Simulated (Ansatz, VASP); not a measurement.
## One calculation of GaN, two programs

```
CELL_PARAMETERS angstrom
0.00000 2.13413 2.13413
2.13413 0.00000 2.13413
2.13413 2.13413 0.00000
ATOMIC_POSITIONS crystal
Ga 0.00000 0.00000 0.00000
N 0.50000 0.50000 0.50000
```

Alike in both runs: functional PBE; k mesh 14 × 14 × 14; occupations gaussian, width 0.02 eV; no spin polarisation.

Ansatz relaxed the structure, and its values are those at the end. VASP's run is a single point on that final structure, the one shown.

|  | VASP | Ansatz |
| --- | --- | --- |
| version | VASP 6.6.1 | Ansatz 0.2.0 |
| potentials or method | VASP PAW PBE potentials, release 64 (Ga_d, N), cutoff 600 eV | scalar-relativistic, plane waves, PAW |
| valence electrons in the cell | 18 | 18 |

Ansatz gave:

```
gap on the k mesh at the Fermi level (eV) : 0.42
least direct gap on the mesh (eV)         : 2.38
pressure (GPa)                            : 0.0
```

Q: What did VASP give for the same quantities?

A: gap on the k mesh at the Fermi level (eV): 0.41; least direct gap on the mesh (eV): 2.38; pressure (GPa): 0.6.
